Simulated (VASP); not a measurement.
**Sr8Ti8O23 (a cell with a defect): single point with PBEsol**

System: Sr8Ti8O23 (a cell with a defect).

```
Sr Ti O
1.0
     7.78282    0.00000    0.00000
     0.00000    7.78282    0.00000
     0.00000    0.00000    7.78282
Sr Ti O
8 8 23
Direct
  0.99457 0.99439 0.99882
  0.99346 0.99344 0.49794
  0.99448 0.50501 0.99967
  0.99358 0.50598 0.49967
  0.50491 0.99449 0.99970
  0.50589 0.99374 0.49955
  0.50521 0.50506 0.00063
  0.50619 0.50611 0.50134
  0.24398 0.24380 0.23931
  0.25576 0.25572 0.76016
  0.25004 0.74215 0.25209
  0.24952 0.75711 0.74696
  0.74234 0.25031 0.25232
  0.75711 0.24947 0.74718
  0.74991 0.75021 0.24898
  0.74962 0.74962 0.75029
  0.25124 0.25090 0.99970
  0.24948 0.74943 0.99976
  0.25071 0.75041 0.49979
  0.74949 0.25003 0.99965
  0.75080 0.24929 0.49963
  0.75063 0.74939 0.99967
  0.74944 0.75008 0.49980
  0.00605 0.25182 0.26336
  0.00213 0.24784 0.73967
  0.00064 0.75101 0.24901
  0.99932 0.74890 0.75070
  0.49801 0.25137 0.26095
  0.49411 0.24838 0.73467
  0.50071 0.75128 0.24773
  0.49940 0.74820 0.75177
  0.25165 0.00590 0.26370
  0.24866 0.00195 0.73962
  0.25189 0.49784 0.26091
  0.24787 0.49393 0.73480
  0.75154 0.00036 0.24793
  0.74844 0.99909 0.75158
  0.75110 0.50041 0.24847
  0.74900 0.49919 0.75065
```

```json
{"Program": "VASP 6.6.1", "Task": "single point", "Functional": "PBEsol", "Potentials or basis": "VASP PAW PBE potentials, release 64 (Sr_sv, Ti_sv, O)", "Cutoff": "520 eV", "k mesh": "1 × 1 × 1, shifted", "Occupations": "fermi-dirac, width 0.05 eV", "Spin": "collinear spin"}
```

The largest force is 0.178 eV/Å. The net moment is 0.96 μB per cell, the site moments are Sr +0.00, +0.01 (each value once); Ti +0.18, +0.17, +0.03, +0.00 (each value once); O +0.02, +0.00, +0.01, -0.00 (each value once) μB and the valence electrons inside the program's atomic spheres are Sr 7.96, 7.97 (each value once); Ti 10.42, 10.33, 10.36 (each value once); O 5.05, 5.02, 5.04, 5.03 (each value once).

Forces in eV/Å, atoms in the order of the input:
```
Sr  -0.009  0.000 -0.006
Sr   0.018  0.020  0.023
Sr  -0.002  0.002 -0.003
Sr   0.016 -0.015  0.002
Sr   0.012 -0.005 -0.006
Sr  -0.010  0.009  0.007
Sr   0.001  0.004 -0.005
Sr  -0.022 -0.016 -0.016
Ti   0.097  0.112  0.100
Ti  -0.103 -0.096 -0.094
Ti   0.018  0.093  0.005
Ti  -0.006 -0.093  0.012
Ti   0.098  0.007 -0.014
Ti  -0.086 -0.019  0.012
Ti   0.007 -0.004  0.008
Ti  -0.002  0.006  0.004
O    0.004 -0.004 -0.008
O    0.000  0.002  0.004
O   -0.005 -0.001 -0.007
O   -0.002  0.003  0.000
O   -0.003  0.005  0.006
O   -0.004  0.003  0.015
O    0.003  0.000 -0.018
O   -0.131 -0.021  0.002
O    0.034  0.017 -0.009
O    0.015 -0.012  0.000
O    0.018  0.005 -0.003
O   -0.029 -0.022  0.014
O    0.120  0.020 -0.006
O   -0.016 -0.004 -0.009
O   -0.023  0.004  0.000
O   -0.022 -0.137 -0.001
O    0.018  0.038 -0.014
O   -0.020 -0.028  0.011
O    0.021  0.118 -0.005
O   -0.009  0.019 -0.001
O    0.002  0.021 -0.003
O   -0.006 -0.004  0.000
O    0.009 -0.027  0.003
```

Levels at points of the mesh, in eV from the Fermi level:
Spin up:
```
           k point  band 154  band 155  band 156  band 157  band 158  band 159  band 160  band 161
(0.25, 0.25, 0.25)     -2.63     -2.55     -2.49     -0.20      0.23      0.25      0.32      0.33
```
Spin down:
```
           k point  band 152  band 153  band 154  band 155  band 156  band 157  band 158  band 159  band 160  band 161
(0.25, 0.25, 0.25)     -2.87     -2.63     -2.63     -2.55     -2.49      0.21      0.29      0.29      0.36      0.40
```

Run time: 21 min on 1 thread of AMD EPYC 9R45 96-Core Processor (Zen 5) (shared host), peak memory 0.91 GiB.

Caveat: the cell carries a net charge on a neutralising background, which shifts energy and pressure; the cell is charged against a uniform background, so pressure and absolute levels hang on convention; the PAW data sets were made with another functional, which shifts forces and pressure a little.
